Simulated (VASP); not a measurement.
Te2Mo, 3 atoms in the cell. The cell holds a slab with vacuum, 3 atoms: a = 3.509 Å, b = 3.512 Å, c = 17.468 Å, α = 90.07°, β = 90.34°, γ = 120.08°. 

```yaml
Program: VASP 6.6.1
Task: single point
Functional: PBEsol
Potentials_or_basis: VASP PAW PBE potentials, release 64 (Te, Mo_sv)
Cutoff: 520 eV
k_mesh: 6 × 6 × 2
Occupations: methfessel-paxton, width 0.1 eV
Spin: no spin polarisation
Dipole_correction: no
Further_INCAR_settings: ALGO = Normal; EDIFF = 1e-06; NBANDS = 20
```

Potentials or basis: VASP PAW PBE potentials, release 64 (Te, Mo_sv).

Launch:

```bash
$ cat potpaw_PBE.64/Te/POTCAR potpaw_PBE.64/Mo_sv/POTCAR > POTCAR
$ mpirun -np 1 vasp_std > vasp.out
```

Hardware: 1 thread of Intel(R) Xeon(R) Platinum 8259CL CPU @ 2.50GHz (Skylake/Cascade Lake), with other jobs on the host.

Question: How long does it take, and how much memory?

Answer: Wall time 3.4 min on 1 thread of Intel(R) Xeon(R) Platinum 8259CL CPU @ 2.50GHz (Skylake/Cascade Lake), on a shared host, peak memory 0.39 GiB. Counts: scf iterations 21, k points 40.
